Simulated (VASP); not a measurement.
# S (Fm-3m) in VASP: a series of runs, part 2 of 2

VASP 6.6.1.

**3. Single point, PBEsol**

This run uses another cell than the first one, of 16.50 Å³/atom, 1.020 times its volume.

Input file INCAR:

```
PREC = Accurate ; ENCUT = 520
EDIFF = 1E-6 ; ISMEAR = 1
SIGMA = 0.1 ; LREAL = F
LASPH = T ; NELM = 60
ALGO = Normal ; ISIF = 2
LWAVE = F ; LCHARG = F
GGA = PS ; NBANDS = 9
```

Input file KPOINTS:

```
Automatic mesh
0
Gamma
  12 12 12
```

Input file POSCAR:

```
S
1.0
    0.0000000000      2.0205944570      2.0205944570
    2.0205944570      0.0000000000      2.0205944570
    2.0205944570      2.0205944570      0.0000000000
S
1
Direct
    0.0000000000      0.0000000000      0.0000000000
```

Potentials or basis: VASP PAW PBE potentials, release 64 (S).

Run with:

```console
$ cat potpaw_PBE.64/S/POTCAR > POTCAR
$ mpirun -np 1 vasp_std > vasp.out
```

OUTCAR:

```text
PREC = Accurate
   ENCUT = 520
   EDIFF = 1E-6
   ISMEAR = 1
   LREAL = F
   LASPH = T
   NELM = 60
   ISIF = 2
   GGA = PS

 ion  position               nearest neighbor table
   1  0.000  0.000  0.000-

  LATTYP: Found a face centered cubic cell.
 ALAT       =     4.0411889140

  Lattice vectors:

 A1 = (   0.0000000000,   2.0205944570,   2.0205944570)
 A2 = (   2.0205944570,   0.0000000000,   2.0205944570)
 A3 = (   2.0205944570,   2.0205944570,   0.0000000000)

Analysis of symmetry for initial positions (statically):
=====================================================================
 Subroutine PRICEL returns:
 Original cell was already a primitive cell.

 Routine SETGRP: Setting up the symmetry group for a
 face centered cubic supercell.

 Subroutine GETGRP returns: Found 48 space group operations
 (whereof 48 operations were pure point group operations)
 out of a pool of 48 trial point group operations.

The static configuration has the point symmetry O_h .

Analysis of symmetry for dynamics (positions and initial velocities):
=====================================================================
 Subroutine PRICEL returns:
 Original cell was already a primitive cell.

 Routine SETGRP: Setting up the symmetry group for a
 face centered cubic supercell.

 Subroutine GETGRP returns: Found 48 space group operations
 (whereof 48 operations were pure point group operations)
 out of a pool of 48 trial point group operations.

The dynamic configuration has the point symmetry O_h .

 Subroutine INISYM returns: Found 48 space group operations
 (whereof 48 operations are pure point group operations),
 and found     1 'primitive' translations

----------------------------------------------------------------------------------------
[... 111 lines left out ...]
     AMIX_MAG =   1.60;   BMIX_MAG =  1.00
  volume/ion in A,a.u.               =      16.50       111.34
  Fermi-wavevector in a.u.,A,eV,Ry     =   1.168520  2.208182 18.577920  1.365439
  Thomas-Fermi vector in A             =   2.305005
   LORBIT       =      0    0 simple, 1 ext, 2 COOP (PROOUT), +10 PAW based schemes
   GGA     = PS    functional components
   LHFCALC =     F    Hartree Fock is set to
   AEXX    =    0.0000 exact exchange contribution
   IVDW    =     0    specifies the selected vdW correction
   LEPSILON=     F    determine dielectric tensor
   LRPA    =     F    only Hartree local field effects (RPA)
 non-spin polarized calculation
 Methfessel and Paxton  Order N= 1 SIGMA  =   0.10
  energy-cutoff  :      520.00
  volume of cell :       16.50
 maximum number of plane-waves:       459
 NGX is ok and might be reduce to    24
   NGX = 11   NGY = 11   NGZ = 11

 number of electron       6.0000000 magnetization

 Free energy of the ion-electron system (eV)
  ---------------------------------------------------
  ext. energy  EPLUGINS =         0.00000000
  ---------------------------------------------------
  free energy    TOTEN  =        -3.29006387 eV

  energy without entropy =       -3.29041032  energy(sigma->0) =       -3.29017935

 E-fermi :   6.7998     XC(G=0): -11.1191

 val. band max:        6.7650156280   @ k =  -0.4167   0.3333   0.0000
 cond. band min:       6.8345162286   @ k =   0.4167   0.1667   0.0833
 fundamental gap:      0.0695006006
 Fermi energy:         6.7997582579

 k-point     1 :       0.0000    0.0000    0.0000
  band No.  band energies     occupation
      1      -9.5099      2.00000
      2       9.8226      0.00000
      3       9.8226      0.00000
      4       9.8226      0.00000
      5      18.8996      0.00000
      6      18.8996      0.00000
      7      18.8996      0.00000
      8      20.3925      0.00000
      9      24.1125      0.00000
[... 265 lines left out ...]
 k-point    24 :      -0.4167    0.1667    0.0000
  band No.  band energies     occupation
      1      -5.2609      2.00000
      2       0.3485      2.00000
      3       5.9716      2.00000
      4       8.0349     -0.00000
      5      15.8871      0.00000
      6      18.7840      0.00000
      7      19.7860      0.00000
      8      24.3457      0.00000
      9      26.7588      0.00000

 [... further k-points ...]

------------------------ aborting loop because EDIFF is reached ----------------------------------------

  FORCE on cell =-STRESS in cart. coord.  units (eV):
  Direction    XX          YY          ZZ          XY          YZ          ZX
  --------------------------------------------------------------------------------------
  -------------------------------------------------------------------------------------
  Total       -0.7680809     -0.7680809     -0.7680809      0.0000000      0.0000000     -0.0000000
  in kB      -74.5847582    -74.5847582    -74.5847582      0.0000000      0.0000000     -0.0000000
  external PRESSURE =     -74.5847582 kB  Pullay stress =       0.0000000 kB

 VOLUME and BASIS-vectors are now :
 -----------------------------------------------------------------------------
  energy-cutoff  :      520.00
  volume of cell :       16.50
      direct lattice vectors                 reciprocal lattice vectors
     0.000000000  2.020594457  2.020594457    -0.247451931  0.247451931  0.247451931
     2.020594457  0.000000000  2.020594457     0.247451931 -0.247451931  0.247451931
     2.020594457  2.020594457  0.000000000     0.247451931  0.247451931 -0.247451931

 POSITION                                       TOTAL-FORCE (eV/Angst)
 -----------------------------------------------------------------------------------
      0.00000      0.00000      0.00000         0.000000      0.000000     -0.000000
 -----------------------------------------------------------------------------------
    total drift:                                0.000000     -0.000000     -0.000000

  FREE ENERGIE OF THE ION-ELECTRON SYSTEM (eV)
  ---------------------------------------------------
  free  energy   TOTEN  =        -3.2900638709 eV

  energy  without entropy=       -3.2904103229  energy(sigma->0) =       -3.29017935
```

OSZICAR:

```text
N       E                     dE             d eps       ncg     rms          rms(c)
DAV:   1     0.790908628837E+01    0.79091E+01   -0.29179E+03  1296   0.557E+02
DAV:   2    -0.307309711101E+01   -0.10982E+02   -0.10595E+02  1912   0.780E+01
DAV:   3    -0.329881022994E+01   -0.22571E+00   -0.22470E+00  1501   0.990E+00
DAV:   4    -0.329951248065E+01   -0.70225E-03   -0.70221E-03  1899   0.629E-01
DAV:   5    -0.329951339749E+01   -0.91684E-06   -0.91618E-06  1524   0.171E-02    0.720E+00
DAV:   6    -0.329192332296E+01    0.75901E-02   -0.90328E-03  1422   0.486E-01    0.430E+00
DAV:   7    -0.329021928944E+01    0.17040E-02   -0.12704E-02  1379   0.590E-01    0.213E-01
DAV:   8    -0.329006360551E+01    0.15568E-03   -0.64921E-04  1386   0.133E-01    0.275E-02
DAV:   9    -0.329006387093E+01   -0.26543E-06   -0.45639E-06  1591   0.172E-02
   1 F= -.32900639E+01 E0= -.32901794E+01  d E =0.346452E-03
```

stdout:

```text
POSCAR found type information on POSCAR S
 POSCAR found :  1 types and       1 ions
 scaLAPACK will be used
 -----------------------------------------------------------------------------
|                                                                             |
|                                                                             |
|     You enforced a specific xc type in the INCAR file but a different       |
|     I HOPE YOU KNOW WHAT YOU ARE DOING!                                     |
|                                                                             |
 -----------------------------------------------------------------------------

 LDA part: xc-table for (Slater+PW92), standard interpolation
 POSCAR, INCAR and KPOINTS ok, starting setup
 FFT: planning ... GRIDC
 FFT: planning ... GRID_SOFT
 FFT: planning ... GRID
 WAVECAR not read
 entering main loop
```

It took 5.3 s on 1 thread of Intel Xeon Platinum 8488C (Sapphire Rapids), shared host; peak memory 0.13 GiB.

What came out:

```
Free energy            : -3.2901 eV
Pressure               : -7.5 GPa
Band gap on the k mesh : zero (band 3 reaches 9.82 eV, above the bottom of band 4 at 4.42 eV)
```

Caveat: the PAW data sets were made with another functional, which shifts forces and pressure a little.

**4. Single point, PBEsol**

This run uses another cell than the first one, of 16.82 Å³/atom, 1.039 times its volume.

Input file INCAR:

```
SYSTEM = S
ALGO = Normal
EDIFF = 1E-6
ENCUT = 520
GGA = PS
ISIF = 2
ISMEAR = 1
LASPH = .True.
LCHARG = .False.
LREAL = .False.
LWAVE = .False.
NBANDS = 9
NELM = 100
PREC = Accurate
SIGMA = 0.1
```

Input file KPOINTS:

```
k-points
0
Gamma
  12 12 12
  0 0 0
```

Input file POSCAR:

```
S
1.0
    0.0000000000      2.0334648324      2.0334648324
    2.0334648324      0.0000000000      2.0334648324
    2.0334648324      2.0334648324      0.0000000000
S
1
Direct
    0.0000000000      0.0000000000      0.0000000000
```

Potentials or basis: VASP PAW PBE potentials, release 64 (S).

Run with:

```console
$ cat potpaw_PBE.64/S/POTCAR > POTCAR
$ mpirun -np 1 vasp_std > vasp.out
```

OUTCAR:

```text
SYSTEM = S
   EDIFF = 1E-6
   ENCUT = 520
   GGA = PS
   ISIF = 2
   ISMEAR = 1
   LASPH = .True.
   LREAL = .False.
   NELM = 100
   PREC = Accurate

 ion  position               nearest neighbor table
   1  0.000  0.000  0.000-

  LATTYP: Found a face centered cubic cell.
 ALAT       =     4.0669296648

  Lattice vectors:

 A1 = (   0.0000000000,   2.0334648324,   2.0334648324)
 A2 = (   2.0334648324,   0.0000000000,   2.0334648324)
 A3 = (   2.0334648324,   2.0334648324,   0.0000000000)

[... 466 lines left out ...]
      9      26.3566      0.00000

 [... further k-points ...]

------------------------ aborting loop because EDIFF is reached ----------------------------------------

  FORCE on cell =-STRESS in cart. coord.  units (eV):
  Direction    XX          YY          ZZ          XY          YZ          ZX
  --------------------------------------------------------------------------------------
  -------------------------------------------------------------------------------------
  Total       -0.9045652     -0.9045652     -0.9045652      0.0000000      0.0000000      0.0000000
  in kB      -86.1807854    -86.1807854    -86.1807854      0.0000000      0.0000000      0.0000000
  external PRESSURE =     -86.1807854 kB  Pullay stress =       0.0000000 kB

 VOLUME and BASIS-vectors are now :
 -----------------------------------------------------------------------------
  energy-cutoff  :      520.00
  volume of cell :       16.82
      direct lattice vectors                 reciprocal lattice vectors
     0.000000000  2.033464832  2.033464832    -0.245885738  0.245885738  0.245885738
     2.033464832  0.000000000  2.033464832     0.245885738 -0.245885738  0.245885738
     2.033464832  2.033464832  0.000000000     0.245885738  0.245885738 -0.245885738

 POSITION                                       TOTAL-FORCE (eV/Angst)
 -----------------------------------------------------------------------------------
      0.00000      0.00000      0.00000         0.000000      0.000000      0.000000
 -----------------------------------------------------------------------------------
    total drift:                                0.000000     -0.000000     -0.000000

  FREE ENERGIE OF THE ION-ELECTRON SYSTEM (eV)
  ---------------------------------------------------
  free  energy   TOTEN  =        -3.2742763527 eV

  energy  without entropy=       -3.2745534275  energy(sigma->0) =       -3.27436871
```

It took 4.3 s on 1 thread of Intel Xeon Platinum 8488C (Sapphire Rapids), shared host; peak memory 0.13 GiB.

Results:

```
Free energy            : -3.2743 eV
Pressure               : -8.6 GPa
Band gap on the k mesh : zero (band 3 reaches 9.46 eV, above the bottom of band 4 at 4.24 eV)
```

Caveat: the PAW data sets were made with another functional, which shifts forces and pressure a little.

**5. Summary**

| cell | gap on the mesh (eV) | pressure (GPa) |
| --- | --- | --- |
| a = 2.839 Å, angles 60.0°, 1 atom | none | -6.1 |
| a = 2.858 Å, angles 60.0°, 1 atom | none | -7.5 |
| a = 2.876 Å, angles 60.0°, 1 atom | none | -8.6 |

Alike in all rows: task single point; level PBEsol; potentials or basis VASP PAW PBE potentials, release 64 (S); no spin polarisation; k mesh 12 × 12 × 12; cutoff (eV) 520; smearing methfessel-paxton 0.1 eV.

Caveats: the PAW data sets were made with another functional, which shifts forces and pressure a little.

Absolute energies hang on the potentials; compare differences alone.
